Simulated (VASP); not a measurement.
Wanted: the native input for a VASP 6.6.1 run.

- Task: relaxation of cell and atoms
- Functional: PBE
- Potentials or basis: VASP PAW PBE potentials, release 64 (Pb_d)
- Cutoff: 600 eV
- k mesh: 13 × 13 × 13
- Occupations: fermi-dirac, width 0.05 eV
- Spin: no spin polarisation
- Dipole correction: no
- Further INCAR settings: ALGO = Normal; EDIFF = 1e-07; IBRION = 2; EDIFFG = -0.005; NSW = 45; ISIF = 3

The structure of Pb lies in POSCAR:

```
Pb
1.0
    3.2517279273      0.0000000000      0.0000000000
    0.0000000000      3.2517279273      0.0000000000
    0.0000000000      0.0000000000      3.2517279273
Pb
1
Direct
    0.0000000000      0.0000000000      0.0000000000
```

The input as run:

INCAR

```
PREC = Accurate ; ENCUT = 600
EDIFF = 1E-7 ; ISMEAR = -1
SIGMA = 0.05 ; LREAL = F
LASPH = T ; NELM = 60
ALGO = Normal ; ISIF = 3
LWAVE = F ; LCHARG = F
GGA = PE ; IBRION = 2
NSW = 45 ; EDIFFG = -0.005
```

KPOINTS

```
Automatic mesh
0
Gamma
  13 13 13
```

Potentials or basis: VASP PAW PBE potentials, release 64 (Pb_d).

Run with:

```console
$ cat potpaw_PBE.64/Pb_d/POTCAR > POTCAR
$ mpirun -np 1 vasp_std > vasp.out
```

Results of the run:

```
Pressure after relaxing : 0.0 GPa
Band gap on the k mesh  : zero (band 7 reaches 10.58 eV, above the bottom of band 8 at 4.06 eV)
```

Caveat: the relaxation stopped at its first step, so nothing moved; spin-orbit coupling is left out, which moves the levels of the heavy elements.

Wall time 19 s on 1 thread of AMD EPYC 9R45 96-Core Processor (Zen 5), with other jobs on the host, peak memory 0.15 GiB.
